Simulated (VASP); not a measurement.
# MgO (P6_3/mmc) in VASP: a series of runs

Runs on MgO. Level: r2SCAN. Tasks: single point.

Everything below comes from runs of VASP 6.6.1. Logs are shortened: lines on timing, memory, paths and dates and some standing lists are left out, and cuts for length are marked.

## (1) The cell of the first run

The structure is hexagonal, space group P6_3/mmc (No. 194). Conventional cell: a = 3.413 Å, b = 3.413 Å, c = 4.100 Å, α = 90.00°, β = 90.00°, γ = 120.00°. Within 2.6 Å of Mg (site symmetry -6m2) lie 5 O at 1.97 to 2.05 Å. Within 2.6 Å of O (site symmetry -6m2) lie 5 Mg at 1.97 to 2.05 Å.

## (2) Single point, r2SCAN (volume changed by -6%)

POSCAR reads:

```
MgO
1.0
    3.4128974077      0.0000000000      0.0000000000
   -1.7064487039      2.9556558555      0.0000000000
    0.0000000000      0.0000000000      4.0998817879
Mg O
2 2
Direct
    0.3333333333      0.6666666667      0.2500000000
    0.6666666667      0.3333333333      0.7500000000
    0.6666666667      0.3333333333      0.2500000000
    0.3333333333      0.6666666667      0.7500000000
```

INCAR.step1 reads:

```
SYSTEM = MgO
PREC = Accurate
ENCUT = 520
ISMEAR = 0
SIGMA = 0.01
LREAL = .FALSE.
LASPH = .TRUE.
NELM = 100
NBANDS = 16
GGA = PE
ALGO = Normal
EDIFF = 1E-4
LWAVE = .TRUE.
LCHARG = .FALSE.
```

INCAR.step2 reads:

```
SYSTEM = MgO
PREC = Accurate
ENCUT = 520
EDIFF = 1E-6
ISMEAR = 0
SIGMA = 0.01
LREAL = .FALSE.
LASPH = .TRUE.
NELM = 100
ALGO = Normal
ISIF = 2
LWAVE = .FALSE.
LCHARG = .FALSE.
METAGGA = R2SCAN
LMIXTAU = .TRUE.
NBANDS = 16
ISTART = 1
```

KPOINTS reads:

```
Automatic mesh
0
G
  9 9 6
  0 0 0
```

Potentials or basis: VASP PAW PBE potentials, release 64 (Mg, O).

The run is started by

```
$ cat potpaw_PBE.64/Mg/POTCAR potpaw_PBE.64/O/POTCAR > POTCAR
$ cp INCAR.step1 INCAR
$ mpirun -np 1 vasp_std > vasp.out
$ cp INCAR.step2 INCAR
$ mpirun -np 1 vasp_std > vasp.out
```

OUTCAR:

```text
SYSTEM = MgO
   PREC = Accurate
   ENCUT = 520
   EDIFF = 1E-6
   ISMEAR = 0
   LREAL = .FALSE.
   LASPH = .TRUE.
   NELM = 100
   ISIF = 2
   METAGGA = R2SCAN
   ISTART = 1

 ion  position               nearest neighbor table
   1  0.333  0.667  0.250-   3 1.97   3 1.97   3 1.97   4 2.05   4 2.05   2 2.84   2 2.84   2 2.84
                             2 2.84   2 2.84   2 2.84
   2  0.667  0.333  0.750-   4 1.97   4 1.97   4 1.97   3 2.05   3 2.05   1 2.84   1 2.84   1 2.84
                             1 2.84   1 2.84   1 2.84
   3  0.667  0.333  0.250-   1 1.97   1 1.97   1 1.97   2 2.05   2 2.05
   4  0.333  0.667  0.750-   2 1.97   2 1.97   2 1.97   1 2.05   1 2.05

  LATTYP: Found a hexagonal cell.
 ALAT       =     3.4128974077
 C/A-ratio  =     1.2012906625

  Lattice vectors:

 A1 = (   3.4128974077,   0.0000000000,   0.0000000000)
 A2 = (  -1.7064487039,   2.9556558555,   0.0000000000)
 A3 = (   0.0000000000,   0.0000000000,   4.0998817879)

Analysis of symmetry for initial positions (statically):
=====================================================================
 Subroutine PRICEL returns:
 Original cell was already a primitive cell.

 Routine SETGRP: Setting up the symmetry group for a
 hexagonal supercell.

 Subroutine GETGRP returns: Found 24 space group operations
 (whereof 12 operations were pure point group operations)
 out of a pool of 24 trial point group operations.

The static configuration has the point symmetry D_3d.
 The point group associated with its full space group is D_6h.

Analysis of symmetry for dynamics (positions and initial velocities):
=====================================================================
 Subroutine PRICEL returns:
 Original cell was already a primitive cell.

 Routine SETGRP: Setting up the symmetry group for a
 hexagonal supercell.

 Subroutine GETGRP returns: Found 24 space group operations
 (whereof 12 operations were pure point group operations)
 out of a pool of 24 trial point group operations.

The dynamic configuration has the point symmetry D_3d.
 The point group associated with its full space group is D_6h.

 Subroutine INISYM returns: Found 24 space group operations
 (whereof 12 operations are pure point group operations),
 and found     1 'primitive' translations

----------------------------------------------------------------------------------------

                                     Primitive cell

  volume of cell :      41.3569

  direct lattice vectors                    reciprocal lattice vectors
     3.412897408  0.000000000  0.000000000     0.293006171  0.169167191  0.000000000
    -1.706448704  2.955655855  0.000000000     0.000000000  0.338334383  0.000000000
     0.000000000  0.000000000  4.099881788     0.000000000  0.000000000  0.243909471

  length of vectors
     3.412897408  3.412897408  4.099881788     0.338334383  0.338334383  0.243909471

  position of ions in fractional coordinates (direct lattice)
     0.333333333  0.666666667  0.250000000
     0.666666667  0.333333333  0.750000000
     0.666666667  0.333333333  0.250000000
     0.333333333  0.666666667  0.750000000

  ion indices of the primitive-cell ions
   primitive index   ion index
                 1           1
                 2           2
                 3           3
                 4           4

----------------------------------------------------------------------------------------

 KPOINTS: Automatic mesh

Automatic generation of k-mesh.
 Grid dimensions read from file:
 generate k-points for:    9    9    6

 Generating k-lattice:

  Cartesian coordinates                     Fractional coordinates (reciprocal lattice)
     0.032556241  0.018796355  0.000000000     0.111111111  0.000000000  0.000000000
     0.000000000  0.037592709  0.000000000     0.000000000  0.111111111  0.000000000
     0.000000000  0.000000000  0.040651579     0.000000000  0.000000000  0.166666667

  Length of vectors
     0.037592709  0.037592709  0.040651579

  Shift w.r.t. Gamma in fractional coordinates (k-lattice)
     0.000000000  0.000000000  0.000000000

 Subroutine IBZKPT returns following result:
 ===========================================

 Found     48 irreducible k-points:

 Following reciprocal coordinates:
            Coordinates               Weight
  0.000000  0.000000  0.000000      1.000000
  0.111111  0.000000  0.000000      6.000000
  0.222222  0.000000  0.000000      6.000000
  0.333333 -0.000000  0.000000      6.000000
  0.444444  0.000000  0.000000      6.000000
  0.111111  0.111111  0.000000      6.000000
[... 16 lines left out ...]
  0.333333  0.222222  0.166667     24.000000
  0.333333  0.333333  0.166667      4.000000
 [... further k-points ...]
   k-points           NKPTS =     48   k-points in BZ     NKDIM =     48   number of bands    NBANDS=     16
   number of dos      NEDOS =    301   number of ions     NIONS =      4
   total plane-waves  NPLWV =  23520
   dimension x,y,z NGX =    28 NGY =   28 NGZ =   30
   dimension x,y,z NGXF=    56 NGYF=   56 NGZF=   60
   ions per type =               2   2
   NGX,Y,Z   is equivalent  to a cutoff of  13.64, 13.64, 12.16 a.u.
   NGXF,Y,Z  is equivalent  to a cutoff of  27.28, 27.28, 24.33 a.u.
 SYSTEM =  MgO
   PREC   = accura    normal or accurate (medium, high low for compatibility)
   ISTART =      1    job   : 0-new  1-cont  2-samecut
   ICHARG =      0    charge: 1-file 2-atom 10-const
   ISPIN  =      1    spin polarized calculation?
   LNONCOLLINEAR =      F non collinear calculations
   LSORBIT =      F    spin-orbit coupling
   LASPH  =      T    aspherical Exc in radial PAW
   ENCUT  =  520.0 eV  38.22 Ry    6.18 a.u.   6.35  6.35  7.62*2*pi/ulx,y,z
   NELM   =    100;   NELMIN=  2; NELMDL=  0     # of ELM steps
   EDIFF  = 0.1E-05   stopping-criterion for ELM
   LREAL  =      F    real-space projection
   EDIFFG = 0.1E-04   stopping-criterion for IOM
   NSW    =      0    number of steps for IOM
   IBRION =     -1    ionic relax: 0-MD 1-quasi-New 2-CG
   NFREE  =      0    steps in history (QN), initial steepest desc. (CG)
   ISIF   =      2    stress and relaxation
   ISYM   =      2    0-nonsym 1-usesym 2-fastsym
   POTIM  = 0.5000    time-step for ionic-motion
   TEBEG  =    0.0;   TEEND  =   0.0 temperature during run
   PSTRESS=    0.0 pullay stress
   NELECT =      16.0000    total number of electrons
   NUPDOWN=      -1.0000    fix difference up-down
   EMIN   =  10.00;   EMAX   =-10.00  energy-range for DOS
   EFERMI =   0.00;   METHOD = LEGACY
   ISMEAR =     0;   SIGMA  =   0.01  broadening in eV -4-tet -1-fermi 0-gaus
   EFERMI_NEDOS =   21; number of points for ismear=-14 and -15
   IALGO  =     38    algorithm
   IMIX   =      4    mixing-type and parameters
     AMIX     =   0.40;   BMIX     =  1.00
     AMIX_MAG =   1.60;   BMIX_MAG =  1.00
  volume/ion in A,a.u.               =      10.34        69.77
  Fermi-wavevector in a.u.,A,eV,Ry     =   1.192885  2.254226 19.360754  1.422975
  Thomas-Fermi vector in A             =   2.328913
   LORBIT       =      0    0 simple, 1 ext, 2 COOP (PROOUT), +10 PAW based schemes
   METAGGA = R2SCAN    functional components
   LHFCALC =     F    Hartree Fock is set to
   AEXX    =    0.0000 exact exchange contribution
   IVDW    =     0    specifies the selected vdW correction
   LEPSILON=     F    determine dielectric tensor
   LRPA    =     F    only Hartree local field effects (RPA)
 non-spin polarized calculation
 Gauss-broadening in eV      SIGMA  =   0.01
  energy-cutoff  :      520.00
  volume of cell :       41.36
 maximum number of plane-waves:      1131
 NGX is ok and might be reduce to    28
   NGX = 13   NGY = 13   NGZ = 15

 number of electron      15.9999997 magnetization

 Free energy of the ion-electron system (eV)
  ---------------------------------------------------
  ext. energy  EPLUGINS =         0.00000000
  ---------------------------------------------------
  free energy    TOTEN  =       -32.00347767 eV

  energy without entropy =      -32.00347767  energy(sigma->0) =      -32.00347767

 E-fermi :   2.0621     XC(G=0): -10.8589

 val. band max:        2.0097581746   @ k =   0.0000   0.0000   0.0000
 cond. band min:       6.4265463810   @ k =   0.0000   0.0000   0.0000
 fundamental gap:      4.4167882064
 Fermi energy:         2.0621079210

 k-point     1 :       0.0000    0.0000    0.0000
  band No.  band energies     occupation
      1     -16.1691      2.00000
      2     -14.6428      2.00000
      3      -1.9028      2.00000
      4       0.1180      2.00000
      5       0.1180      2.00000
      6       1.0887      2.00000
[... 8 lines left out ...]
     15      19.0850      0.00000
     16      19.5276      0.00000

 k-point     2 :       0.1111    0.0000    0.0000
  band No.  band energies     occupation
      1     -16.1023      2.00000
      2     -14.6534      2.00000
      3      -1.8002      2.00000
      4      -0.0848      2.00000
      5       0.0148      2.00000
      6       0.8059      2.00000
[... 8 lines left out ...]
     15      18.5774      0.00000
     16      18.9610      0.00000

 k-point     3 :       0.2222    0.0000    0.0000
  band No.  band energies     occupation
      1     -15.9185      2.00000
      2     -14.6942      2.00000
      3      -1.5061      2.00000
      4      -0.6758      2.00000
      5      -0.1983      2.00000
      6       0.3807      2.00000
[... 8 lines left out ...]
     15      17.8694      0.00000
     16      18.2759      0.00000

 k-point     4 :       0.3333   -0.0000    0.0000
  band No.  band energies     occupation
      1     -15.6673      2.00000
      2     -14.7803      2.00000
      3      -1.3386      2.00000
      4      -1.0694      2.00000
      5      -0.3952      2.00000
      6       0.0993      2.00000
[... 8 lines left out ...]
     15      17.7365      0.00000
     16      18.4239      0.00000

 k-point     5 :       0.4444    0.0000    0.0000
  band No.  band energies     occupation
      1     -15.4443      2.00000
      2     -14.8937      2.00000
      3      -1.7377      2.00000
      4      -0.6332      2.00000
      5      -0.5080      2.00000
      6      -0.0426      2.00000
[... 8 lines left out ...]
     15      18.3520      0.00000
     16      18.6067      0.00000

 k-point     6 :       0.1111    0.1111    0.0000
  band No.  band energies     occupation
      1     -15.9770      2.00000
      2     -14.6793      2.00000
      3      -1.6016      2.00000
      4      -0.3949      2.00000
      5      -0.2852      2.00000
      6       0.5663      2.00000
[... 8 lines left out ...]
     15      18.1105      0.00000
     16      18.2325      0.00000
[... 267 lines left out ...]
 k-point    21 :       0.4444    0.1111    0.1667
  band No.  band energies     occupation
      1     -15.3230      2.00000
      2     -14.9491      2.00000
      3      -1.9470      2.00000
      4      -0.7583      2.00000
      5      -0.7111      2.00000
      6       0.0910      2.00000
[... 8 lines left out ...]
     15      17.5706      0.00000
     16      18.9450      0.00000

 k-point    22 :       0.2222    0.2222    0.1667
  band No.  band energies     occupation
      1     -15.4730      2.00000
      2     -14.8695      2.00000
      3      -1.4723      2.00000
      4      -1.4011      2.00000
      5      -0.2535      2.00000
      6       0.0935      2.00000
[... 8 lines left out ...]
     15      17.9902      0.00000
     16      19.2297      0.00000

 k-point    23 :       0.3333    0.2222    0.1667
  band No.  band energies     occupation
      1     -15.2762      2.00000
      2     -14.9755      2.00000
      3      -1.7703      2.00000
      4      -1.1227      2.00000
      5      -0.6635      2.00000
      6       0.3618      2.00000
[... 8 lines left out ...]
     15      17.7100      0.00000
     16      19.5289      0.00000

 k-point    24 :       0.3333    0.3333    0.1667
  band No.  band energies     occupation
      1     -15.1099      2.00000
      2     -15.1099      2.00000
      3      -1.7576      2.00000
      4      -0.9703      2.00000
      5      -0.9703      2.00000
      6       0.7313      2.00000
[... 8 lines left out ...]
     15      17.4851      0.00000
     16      20.4404      0.00000

 [... further k-points ...]
[... 5 lines left out ...]
  --------------------------------------------------------------------------------------
  -------------------------------------------------------------------------------------
  Total        2.2860851      2.2860851      2.3708914     -0.0000000      0.0000000      0.0000000
  in kB       88.5634521     88.5634521     91.8488689     -0.0000000      0.0000000      0.0000000
  external PRESSURE =      89.6585910 kB  Pullay stress =       0.0000000 kB

 VOLUME and BASIS-vectors are now :
 -----------------------------------------------------------------------------
  energy-cutoff  :      520.00
  volume of cell :       41.36
      direct lattice vectors                 reciprocal lattice vectors
     3.412897408  0.000000000  0.000000000     0.293006171  0.169167191  0.000000000
    -1.706448704  2.955655855  0.000000000     0.000000000  0.338334383  0.000000000
     0.000000000  0.000000000  4.099881788     0.000000000  0.000000000  0.243909471

 POSITION                                       TOTAL-FORCE (eV/Angst)
 -----------------------------------------------------------------------------------
     -0.00000      1.97044      1.02497        -0.000000      0.000000      0.000000
      1.70645      0.98522      3.07491         0.000000     -0.000000      0.000000
      1.70645      0.98522      1.02497         0.000000      0.000000      0.000000
     -0.00000      1.97044      3.07491         0.000000      0.000000      0.000000
 -----------------------------------------------------------------------------------
    total drift:                               -0.000000      0.000000      0.000000

  FREE ENERGIE OF THE ION-ELECTRON SYSTEM (eV)
  ---------------------------------------------------
  free  energy   TOTEN  =       -32.0034776743 eV

  energy  without entropy=      -32.0034776743  energy(sigma->0) =      -32.00347767
```

It took 2.6 min on 1 thread of Intel Xeon Platinum 8175M at 2.50GHz (Skylake/Cascade Lake), shared host; peak memory 0.18 GiB.

Results:

```yaml
Free_energy: -32.0035 eV
Pressure: 9.0 GPa
Band_gap_on_the_k_mesh: 4.42 eV, direct
```

Caveat: the PAW data sets were made with another functional, which shifts forces and pressure a little.

## (3) Single point, r2SCAN (volume changed by -3%)

POSCAR reads:

```
MgO
1.0
    3.4488252838      0.0000000000      0.0000000000
   -1.7244126419      2.9867703089      0.0000000000
    0.0000000000      0.0000000000      4.1430416099
Mg O
2 2
Direct
    0.3333333333      0.6666666667      0.2500000000
    0.6666666667      0.3333333333      0.7500000000
    0.6666666667      0.3333333333      0.2500000000
    0.3333333333      0.6666666667      0.7500000000
```

INCAR.step1 reads:

```
ALGO     = Normal         # electronic algorithm
EDIFF    = 1E-4           # SCF threshold, eV
ENCUT    = 520            # plane-wave cutoff, eV
GGA      = PE             # functional
ISMEAR   = 0              # smearing method
LASPH    = T              # aspherical terms in the spheres
LCHARG   = F              # write CHGCAR
LREAL    = F              # projectors in reciprocal space
LWAVE    = T              # write WAVECAR
NBANDS   = 16             # bands
NELM     = 60             # most SCF steps
PREC     = Accurate       # precision mode
SIGMA    = 0.01           # smearing width, eV
```

INCAR.step2 reads:

```
ALGO     = Normal         # electronic algorithm
EDIFF    = 1E-6           # SCF threshold, eV
ENCUT    = 520            # plane-wave cutoff, eV
ISIF     = 2              # what is computed and relaxed
ISMEAR   = 0              # smearing method
ISTART   = 1            
LASPH    = T              # aspherical terms in the spheres
LCHARG   = F              # write CHGCAR
LMIXTAU  = T            
LREAL    = F              # projectors in reciprocal space
LWAVE    = F              # write WAVECAR
METAGGA  = R2SCAN         # meta-GGA
NBANDS   = 16             # bands
NELM     = 60             # most SCF steps
PREC     = Accurate       # precision mode
SIGMA    = 0.01           # smearing width, eV
```

KPOINTS reads:

```
k-points
0
Gamma
  9 9 6
```

Potentials or basis: VASP PAW PBE potentials, release 64 (Mg, O).

The run is started by

```
$ cat potpaw_PBE.64/Mg/POTCAR potpaw_PBE.64/O/POTCAR > POTCAR
$ cp INCAR.step1 INCAR
$ mpirun -np 1 vasp_std > vasp.out
$ cp INCAR.step2 INCAR
$ mpirun -np 1 vasp_std > vasp.out
```

OUTCAR:

```text
EDIFF = 1E-6
   ENCUT = 520
   ISIF = 2
   ISMEAR = 0
   ISTART = 1
   LASPH = T
   LREAL = F
   METAGGA = R2SCAN
   NELM = 60
   PREC = Accurate

 ion  position               nearest neighbor table
   1  0.333  0.667  0.250-   3 1.99   3 1.99   3 1.99   4 2.07   4 2.07   2 2.87   2 2.87   2 2.87
                             2 2.87   2 2.87   2 2.87
   2  0.667  0.333  0.750-   4 1.99   4 1.99   4 1.99   3 2.07   3 2.07   1 2.87   1 2.87   1 2.87
                             1 2.87   1 2.87   1 2.87
   3  0.667  0.333  0.250-   1 1.99   1 1.99   1 1.99   2 2.07   2 2.07
[... 662 lines left out ...]
  --------------------------------------------------------------------------------------
  -------------------------------------------------------------------------------------
  Total        0.9932520      0.9932520      0.9858011      0.0000000      0.0000000      0.0000000
  in kB       37.2887407     37.2887407     37.0090188      0.0000000      0.0000000      0.0000000
  external PRESSURE =      37.1955001 kB  Pullay stress =       0.0000000 kB

 VOLUME and BASIS-vectors are now :
 -----------------------------------------------------------------------------
  energy-cutoff  :      520.00
  volume of cell :       42.68
      direct lattice vectors                 reciprocal lattice vectors
     3.448825284  0.000000000  0.000000000     0.289953801  0.167404905  0.000000000
    -1.724412642  2.986770309  0.000000000     0.000000000  0.334809810  0.000000000
     0.000000000  0.000000000  4.143041610     0.000000000  0.000000000  0.241368563

 POSITION                                       TOTAL-FORCE (eV/Angst)
 -----------------------------------------------------------------------------------
     -0.00000      1.99118      1.03576        -0.000000     -0.000000     -0.000000
      1.72441      0.99559      3.10728         0.000000      0.000000     -0.000000
      1.72441      0.99559      1.03576        -0.000000     -0.000000      0.000000
     -0.00000      1.99118      3.10728        -0.000000      0.000000     -0.000000
 -----------------------------------------------------------------------------------
    total drift:                               -0.000000      0.000000     -0.000000

  FREE ENERGIE OF THE ION-ELECTRON SYSTEM (eV)
  ---------------------------------------------------
  free  energy   TOTEN  =       -32.0566441607 eV

  energy  without entropy=      -32.0566441607  energy(sigma->0) =      -32.05664416
```

Run time: 2.5 min. Hardware: 1 thread of Intel Xeon Platinum 8175M at 2.50GHz (Skylake/Cascade Lake), shared host; peak memory 0.18 GiB.

What came out:

| Property | Result |
| --- | --- |
| Free energy | -32.0566 eV |
| Pressure | 3.7 GPa |
| Band gap on the k mesh | 4.24 eV, direct |

Caveat: the PAW data sets were made with another functional, which shifts forces and pressure a little.
